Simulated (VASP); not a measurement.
Write the native input for VASP 6.6.1 that does the following.

```yaml
Task: single point
Functional: PBEsol
Potentials_or_basis: VASP PAW PBE potentials, release 64 (W_sv, S)
Cutoff: 520 eV
k_mesh: 12 × 12 × 12
Occupations: gaussian, width 0.05 eV
Spin: no spin polarisation
Dipole_correction: no
Further_INCAR_settings: ALGO = Normal; EDIFF = 1e-06; NBANDS = 20
```

The structure of WS2 lies in POSCAR:

```
WS2
1.0
    1.6026853900      0.9253108414      6.3482299000
   -1.6026853900      0.9253108414      6.3482299000
    0.0000000000     -1.8506216827      6.3482299000
W S
1 2
Direct
    0.0000000000      0.0000000000      0.0000000000
    0.7503000000      0.7503000000      0.7503000000
    0.5810000000      0.5810000000      0.5810000000
```

This cell differs from its parent crystal: strain +0.015 along x and y, +0.030 along z.

One way to write it, as run:

INCAR

```
PREC = Accurate ; ENCUT = 520
EDIFF = 1E-6 ; ISMEAR = 0
SIGMA = 0.05 ; LREAL = False
LASPH = True ; NELM = 80
ALGO = Normal ; ISIF = 2
LWAVE = False ; LCHARG = False
GGA = PS ; NBANDS = 20
```

KPOINTS

```
Automatic mesh
0
Gamma
  12 12 12
```

Potentials or basis: VASP PAW PBE potentials, release 64 (W_sv, S).

Launch:

```sh
$ cat potpaw_PBE.64/W_sv/POTCAR potpaw_PBE.64/S/POTCAR > POTCAR
$ mpirun -np 1 vasp_std > vasp.out
```

It gave:

```yaml
Pressure: -9.4 GPa
Largest_force: 1.452 eV/Å
Band_gap_on_the_k_mesh: 1.07 eV (least direct gap 1.84 eV)
```

Caveat: the cell differs from its parent crystal (strain +0.015 along x and y, +0.030 along z); the cell stands under tension; the PAW data sets were made with another functional, which shifts forces and pressure a little; spin-orbit coupling is left out, which moves the levels of the heavy elements.

It took 19 min on 1 thread of Intel Xeon 8259CL, with other jobs on the host, peak memory 0.47 GiB.
